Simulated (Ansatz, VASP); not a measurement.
# Ag in VASP and in Ansatz

```
Ag
1.0
     2.68348    0.00000    0.00000
     0.00000    2.68348    0.00000
     0.00000    0.00000    2.68348
Ag
1
Direct
  0.00000 0.00000 0.00000
```

Alike in both runs: task single point; functional RPBE; k mesh 13 × 13 × 13; occupations fermi-dirac, width 0.1 eV; no spin polarisation.

```csv
,VASP,Ansatz
version,VASP 6.6.1,Ansatz 0.2.0
potentials or method,"VASP PAW PBE potentials, release 64 (Ag), cutoff 520 eV","plane waves (420 eV) with PAW, scalar-relativistic"
valence electrons in the cell,11,19
```

```tsv
	VASP	Ansatz	Ansatz less VASP
pressure (GPa)	9.5	9.7	+0.15
```

VASP's potentials were made for PBE, not for RPBE. VASP's potentials hold 11 valence electrons a cell and Ansatz's 19, so a difference there can come from the potentials and not from the codes.
